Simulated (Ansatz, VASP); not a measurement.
Two plane-wave programs on Zn

File INCAR:

```
ALGO     = Normal         # electronic algorithm
EDIFF    = 1E-7           # SCF threshold, eV
EDIFFG   = -0.01          # ionic threshold
ENCUT    = 600            # plane-wave cutoff, eV
GGA      = PS             # functional
IBRION   = 2              # ionic algorithm
ISIF     = 3              # what is computed and relaxed
ISMEAR   = -1             # smearing method
IVDW     = 12             # dispersion correction
LASPH    = True           # aspherical terms in the spheres
LCHARG   = False          # write CHGCAR
LREAL    = False          # projectors in reciprocal space
LWAVE    = False          # write WAVECAR
NELM     = 60             # most SCF steps
NSW      = 60             # ionic steps
PREC     = Accurate       # precision mode
SIGMA    = 0.05           # smearing width, eV
```

File KPOINTS:

```
k-points
0
Gamma
  11 11 6
```

The input POSCAR:

```
Zn
1.0
    2.6700000000      0.0000000000      0.0000000000
   -1.3350000000      2.3122878281      0.0000000000
    0.0000000000      0.0000000000      4.9660000000
Zn
2
Direct
    0.6666666667      0.3333333333      0.7500000000
    0.3333333333      0.6666666667      0.2500000000
```

File input.yaml:

```yaml
crystal:
  lattice:
    - [2.67, 0.0, 0.0]
    - [-1.335, 2.3122878281, 0.0]
    - [0.0, 0.0, 4.966]
  atoms:
    - { symbol: Zn, position: [0.6666666667, 0.3333333333, 0.75] }
    - { symbol: Zn, position: [0.3333333333, 0.6666666667, 0.25] }
hamiltonian:
  xc: pbesol
  pseudopotentials: { kind: paw }
  dispersion: d3bj
kpoints:
  mp_grid: { grid: [11, 11, 6] }
scf:
  occupations: { method: fermi_dirac, width: 0.05 }
output:
  forces: true
  stress: true
  eigenvalues: true
  write_density: true
  write_potential: true
  elf: true
  volumetric_format: npy
relax:
  f_tol: 0.01
  max_steps: 40
  cell: { stress_tol: 0.05 }
```

Alike in both runs: task relaxation of cell and atoms; functional PBEsol; dispersion D3(BJ); k mesh 11 × 11 × 6; occupations fermi-dirac, width 0.05 eV; no spin polarisation.

|  | VASP | Ansatz |
| --- | --- | --- |
| version | VASP 6.6.1 | Ansatz 0.2.0 |
| potentials or method | VASP PAW PBE potentials, release 64 (Zn) | Ansatz PAW |
| plane-wave cutoff (eV) | 600 | 420 |
| valence electrons in the cell | 24 | 24 |

```tsv
	VASP	Ansatz	Ansatz less VASP
gap on the k mesh at the Fermi level, each at its own relaxed structure (eV)	none	none	-
relaxed volume (Å³/atom)	13.37	13.31	-0.064
relaxed cell length with the largest relative difference (Å)	2.654	2.650	-0.0043
```

VASP's potentials were made for PBE, not for PBEsol. A gap of «none» marks a metal or a gap that the smearing closes.

Noted on Ansatz's run: the plane-wave basis is chosen anew once the cell has moved, so the energies of steps on either side of that aren't comparable.
